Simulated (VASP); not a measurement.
# CdS (I-4m2) in VASP: relaxation of the atoms with PBE

Aim: the relaxation of the atoms of CdS with PBE.

Everything below comes from runs of VASP 6.6.1. Logs are shortened: lines on timing, memory, paths and dates and some standing lists are left out, and cuts for length are marked.

## Step 1: The cell of the first run

The structure is tetragonal, space group I-4m2 (No. 119). Conventional cell: a = 4.125 Å, b = 4.125 Å, c = 5.950 Å, α = 90.00°, β = 90.00°, γ = 90.00°. Cd (site symmetry -4m2) has 4 S at 2.54 Å within 3.4 Å. Within 3.4 Å of S (site symmetry -4m2) lie 4 Cd at 2.54 Å.

## Step 2: Relaxation of the atoms, PBE (z stretched by +2 %)

The input, INCAR:

```
SYSTEM = CdS
PREC = Accurate
ENCUT = 520
EDIFF = 1E-6
ISMEAR = -1
SIGMA = 0.02
LREAL = .FALSE.
LASPH = .TRUE.
NELM = 100
ALGO = Normal
ISIF = 2
LWAVE = .FALSE.
LCHARG = .FALSE.
GGA = PE
IBRION = 2
NSW = 80
EDIFFG = -0.02
```

The input, KPOINTS:

```
regular mesh
0
G
  13 13 13
  0 0 0
```

The input, POSCAR:

```
CdS
1.0
    0.0000000000      2.9165000000      2.9748300000
    2.9165000000      0.0000000000      2.9748300000
    2.9165000000      2.9165000000      0.0000000000
Cd S
1 1
Direct
    0.0000000000      0.0000000000      0.0000000000
    0.2500000000      0.2500000000      0.2500000000
```

Potentials or basis: VASP PAW PBE potentials, release 64 (Cd, S).

Run with:

```bash
$ cat potpaw_PBE.64/Cd/POTCAR potpaw_PBE.64/S/POTCAR > POTCAR
$ mpirun -np 1 vasp_std > vasp.out
```

OUTCAR:

```text
SYSTEM = CdS
   PREC = Accurate
   ENCUT = 520
   EDIFF = 1E-6
   ISMEAR = -1
   LREAL = .FALSE.
   LASPH = .TRUE.
   NELM = 100
   ISIF = 2
   GGA = PE
   IBRION = 2
   NSW = 80
   EDIFFG = -0.02

 ion  position               nearest neighbor table
   1  0.000  0.000  0.000-   2 2.54   2 2.54   2 2.54   2 2.54
   2  0.250  0.250  0.250-   1 2.54   1 2.54   1 2.54   1 2.54

  LATTYP: Found a body centered tetragonal cell.
 ALAT       =     4.1245538547
 C/A-ratio  =     1.4424978336

  Lattice vectors:

 A1 = (  -2.9165000000,   0.0000000000,   2.9748300000)
 A2 = (   2.9165000000,   0.0000000000,   2.9748300000)
 A3 = (   0.0000000000,   2.9165000000,  -2.9748300000)

Analysis of symmetry for initial positions (statically):
=====================================================================
 Subroutine PRICEL returns:
 Original cell was already a primitive cell.

 Routine SETGRP: Setting up the symmetry group for a
 body centered tetragonal supercell.

 Subroutine GETGRP returns: Found  8 space group operations
 (whereof  8 operations were pure point group operations)
 out of a pool of 16 trial point group operations.

The static configuration has the point symmetry D_2d.

Analysis of symmetry for dynamics (positions and initial velocities):
=====================================================================
 Subroutine PRICEL returns:
 Original cell was already a primitive cell.

 Routine SETGRP: Setting up the symmetry group for a
 body centered tetragonal supercell.

 Subroutine GETGRP returns: Found  8 space group operations
 (whereof  8 operations were pure point group operations)
 out of a pool of 16 trial point group operations.

The dynamic configuration has the point symmetry D_2d.

 Subroutine INISYM returns: Found  8 space group operations
 (whereof  8 operations are pure point group operations),
 and found     1 'primitive' translations

----------------------------------------------------------------------------------------

                                     Primitive cell

  volume of cell :      50.6076

  direct lattice vectors                    reciprocal lattice vectors
     0.000000000  2.916500000  2.974830000    -0.171438368  0.171438368  0.168076831
     2.916500000  0.000000000  2.974830000     0.171438368 -0.171438368  0.168076831
     2.916500000  2.916500000  0.000000000     0.171438368  0.171438368 -0.168076831

  length of vectors
     4.166003574  4.166003574  4.124553855     0.295011948  0.295011948  0.295011948

  position of ions in fractional coordinates (direct lattice)
     0.000000000  0.000000000  0.000000000
     0.250000000  0.250000000  0.250000000

  ion indices of the primitive-cell ions
   primitive index   ion index
                 1           1
                 2           2

----------------------------------------------------------------------------------------

 KPOINTS: regular mesh

Automatic generation of k-mesh.
 Grid dimensions read from file:
 generate k-points for:   13   13   13

 Generating k-lattice:

  Cartesian coordinates                     Fractional coordinates (reciprocal lattice)
    -0.013187567  0.013187567  0.012928987     0.076923077  0.000000000  0.000000000
     0.013187567 -0.013187567  0.012928987     0.000000000  0.076923077  0.000000000
     0.013187567  0.013187567 -0.012928987     0.000000000  0.000000000  0.076923077

  Length of vectors
     0.022693227  0.022693227  0.022693227

  Shift w.r.t. Gamma in fractional coordinates (k-lattice)
     0.000000000  0.000000000  0.000000000

 Subroutine IBZKPT returns following result:
 ===========================================

 Found    196 irreducible k-points:

 Following reciprocal coordinates:
            Coordinates               Weight
  0.000000  0.000000  0.000000      1.000000
  0.076923 -0.000000  0.000000      8.000000
  0.153846  0.000000  0.000000      8.000000
  0.230769 -0.000000  0.000000      8.000000
  0.307692  0.000000  0.000000      8.000000
  0.384615 -0.000000  0.000000      8.000000
[... 16 lines left out ...]
  0.384615  0.153846  0.000000      8.000000
  0.461538  0.153846  0.000000      8.000000
 [... further k-points ...]
   k-points           NKPTS =    196   k-points in BZ     NKDIM =    196   number of bands    NBANDS=     13
   number of dos      NEDOS =    301   number of ions     NIONS =      2
   total plane-waves  NPLWV =  32768
   dimension x,y,z NGX =    32 NGY =   32 NGZ =   32
   dimension x,y,z NGXF=    64 NGYF=   64 NGZF=   64
   ions per type =               1   1
   NGX,Y,Z   is equivalent  to a cutoff of  12.77, 12.77, 12.90 a.u.
   NGXF,Y,Z  is equivalent  to a cutoff of  25.54, 25.54, 25.80 a.u.
 SYSTEM =  CdS
   PREC   = accura    normal or accurate (medium, high low for compatibility)
   ISTART =      0    job   : 0-new  1-cont  2-samecut
   ICHARG =      2    charge: 1-file 2-atom 10-const
   ISPIN  =      1    spin polarized calculation?
   LNONCOLLINEAR =      F non collinear calculations
   LSORBIT =      F    spin-orbit coupling
   LASPH  =      T    aspherical Exc in radial PAW
   ENCUT  =  520.0 eV  38.22 Ry    6.18 a.u.   7.75  7.75  7.67*2*pi/ulx,y,z
   NELM   =    100;   NELMIN=  2; NELMDL= -5     # of ELM steps
   EDIFF  = 0.1E-05   stopping-criterion for ELM
   LREAL  =      F    real-space projection
   EDIFFG = -.2E-01   stopping-criterion for IOM
   NSW    =     80    number of steps for IOM
   IBRION =      2    ionic relax: 0-MD 1-quasi-New 2-CG
   NFREE  =      1    steps in history (QN), initial steepest desc. (CG)
   ISIF   =      2    stress and relaxation
   ISYM   =      2    0-nonsym 1-usesym 2-fastsym
   POTIM  = 0.5000    time-step for ionic-motion
   TEBEG  =    0.0;   TEEND  =   0.0 temperature during run
   PSTRESS=    0.0 pullay stress
   NELECT =      18.0000    total number of electrons
   NUPDOWN=      -1.0000    fix difference up-down
   EMIN   =  10.00;   EMAX   =-10.00  energy-range for DOS
   EFERMI =   0.00;   METHOD = LEGACY
   ISMEAR =    -1;   SIGMA  =   0.02  broadening in eV -4-tet -1-fermi 0-gaus
   EFERMI_NEDOS =   21; number of points for ismear=-14 and -15
   IALGO  =     38    algorithm
   IMIX   =      4    mixing-type and parameters
     AMIX     =   0.40;   BMIX     =  1.00
     AMIX_MAG =   1.60;   BMIX_MAG =  1.00
  volume/ion in A,a.u.               =      25.30       170.76
  Fermi-wavevector in a.u.,A,eV,Ry     =   1.159917  2.191926 18.305384  1.345408
  Thomas-Fermi vector in A             =   2.296505
   LORBIT       =      0    0 simple, 1 ext, 2 COOP (PROOUT), +10 PAW based schemes
   GGA     = PE    functional components
   LHFCALC =     F    Hartree Fock is set to
   AEXX    =    0.0000 exact exchange contribution
   IVDW    =     0    specifies the selected vdW correction
   LEPSILON=     F    determine dielectric tensor
   LRPA    =     F    only Hartree local field effects (RPA)
 conjugate gradient relaxation of ions
 non-spin polarized calculation
  energy-cutoff  :      520.00
  volume of cell :       50.61
 maximum number of plane-waves:      1381
   NGX = 15   NGY = 15   NGZ = 15

 number of electron      18.0000004 magnetization

 Free energy of the ion-electron system (eV)
  ---------------------------------------------------
  ext. energy  EPLUGINS =         0.00000000
  ---------------------------------------------------
  free energy    TOTEN  =        -6.13680522 eV

  energy without entropy =       -6.13680522  energy(sigma->0) =       -6.13680522

 E-fermi :   1.5514     XC(G=0):  -9.0579

 val. band max:        1.1654090465   @ k =   0.0000   0.0000   0.0000
 cond. band min:       2.2508427284   @ k =   0.0000   0.0000   0.0000
 fundamental gap:      1.0854336819
 Fermi energy:         1.5514020124

 k-point     1 :       0.0000    0.0000    0.0000
  band No.  band energies     occupation
      1     -11.1034      2.00000
      2      -6.5197      2.00000
      3      -6.5077      2.00000
      4      -6.5077      2.00000
      5      -6.0625      2.00000
      6      -6.0555      2.00000
      7       1.1050      2.00000
      8       1.1654      2.00000
      9       1.1654      2.00000
     10       2.2508      0.00000
     11       7.6969      0.00000
     12       7.6992      0.00000
     13       7.6992      0.00000

 k-point     2 :       0.0769   -0.0000    0.0000
  band No.  band energies     occupation
      1     -11.0802      2.00000
      2      -6.5091      2.00000
      3      -6.4992      2.00000
      4      -6.4905      2.00000
      5      -6.0628      2.00000
      6      -6.0563      2.00000
      7       0.6478      2.00000
      8       1.0788      2.00000
      9       1.1201      2.00000
     10       2.6835      0.00000
     11       7.5695      0.00000
     12       7.7765      0.00000
     13       7.7814      0.00000

 k-point     3 :       0.1538    0.0000    0.0000
  band No.  band energies     occupation
      1     -11.0156      2.00000
      2      -6.4853      2.00000
      3      -6.4764      2.00000
      4      -6.4290      2.00000
      5      -6.0621      2.00000
      6      -6.0575      2.00000
      7      -0.1955      2.00000
      8       0.9500      2.00000
      9       0.9988      2.00000
     10       3.3182      0.00000
     11       7.3658      0.00000
     12       7.9625      0.00000
     13       7.9850      0.00000
[... 305 lines left out ...]
 k-point    23 :       0.3846    0.1538    0.0000
  band No.  band energies     occupation
      1     -10.7523      2.00000
      2      -6.3972      2.00000
      3      -6.3575      2.00000
      4      -6.1363      2.00000
      5      -6.0189      2.00000
      6      -5.9611      2.00000
      7      -2.1530      2.00000
      8       0.0461      2.00000
      9       0.2313      2.00000
     10       4.8333      0.00000
     11       6.9386      0.00000
     12       8.2517      0.00000
     13       8.9333      0.00000

 k-point    24 :       0.4615    0.1538    0.0000
  band No.  band energies     occupation
      1     -10.6900      2.00000
      2      -6.3870      2.00000
      3      -6.3462      2.00000
      4      -6.0886      2.00000
      5      -6.0185      2.00000
      6      -5.7685      2.00000
      7      -2.7118      2.00000
      8      -0.1822      2.00000
      9       0.1941      2.00000
     10       4.9189      0.00000
     11       7.1642      0.00000
     12       8.5021      0.00000
     13       8.8478      0.00000

 [... further k-points ...]

------------------------ aborting loop because EDIFF is reached ----------------------------------------

  FORCE on cell =-STRESS in cart. coord.  units (eV):
  Direction    XX          YY          ZZ          XY          YZ          ZX
  --------------------------------------------------------------------------------------
  -------------------------------------------------------------------------------------
  Total        0.6433944      0.6433944      0.5279860      0.0000000      0.0000000      0.0000000
  in kB       20.3690960     20.3690960     16.7154051      0.0000000      0.0000000      0.0000000
  external PRESSURE =      19.1511990 kB  Pullay stress =       0.0000000 kB

 VOLUME and BASIS-vectors are now :
 -----------------------------------------------------------------------------
  energy-cutoff  :      520.00
  volume of cell :       50.61
      direct lattice vectors                 reciprocal lattice vectors
     0.000000000  2.916500000  2.974830000    -0.171438368  0.171438368  0.168076831
     2.916500000  0.000000000  2.974830000     0.171438368 -0.171438368  0.168076831
     2.916500000  2.916500000  0.000000000     0.171438368  0.171438368 -0.168076831

 POSITION                                       TOTAL-FORCE (eV/Angst)
 -----------------------------------------------------------------------------------
      0.00000      0.00000      0.00000         0.000000      0.000000      0.000000
      1.45825      1.45825      1.48741        -0.000000     -0.000000     -0.000000
 -----------------------------------------------------------------------------------
    total drift:                               -0.000000     -0.000000     -0.000000

  FREE ENERGIE OF THE ION-ELECTRON SYSTEM (eV)
  ---------------------------------------------------
  free  energy   TOTEN  =        -6.1368052163 eV

  energy  without entropy=       -6.1368052163  energy(sigma->0) =       -6.13680522

 reached required accuracy - stopping structural energy minimisation
```

It took 54 s on 1 thread of AMD EPYC 9R45 (Zen 5), shared host; peak memory 0.25 GiB.

Results:

```yaml
Free_energy: -6.1368 eV
Pressure_after_relaxing: 1.9 GPa
Band_gap_on_the_k_mesh: 1.09 eV
```

Stress tensor (GPa, compression positive):
```
2.04 0.00 0.00
0.00 2.04 0.00
0.00 0.00 1.67
```

Final structure:
```cif
data_structure
_symmetry_space_group_name_H-M 'P 1'
_symmetry_Int_Tables_number 1
_cell_length_a 4.1660
_cell_length_b 4.1660
_cell_length_c 4.1246
_cell_angle_alpha 60.329
_cell_angle_beta 60.329
_cell_angle_gamma 59.343
_cell_volume 50.61
loop_
_atom_site_label
_atom_site_type_symbol
_atom_site_fract_x
_atom_site_fract_y
_atom_site_fract_z
_atom_site_occupancy
Cd1 Cd 0.00000 0.00000 0.00000 1
S1 S 0.25000 0.25000 0.25000 1
```

Caveat: the cell differs from its parent crystal (z stretched by +2 %).
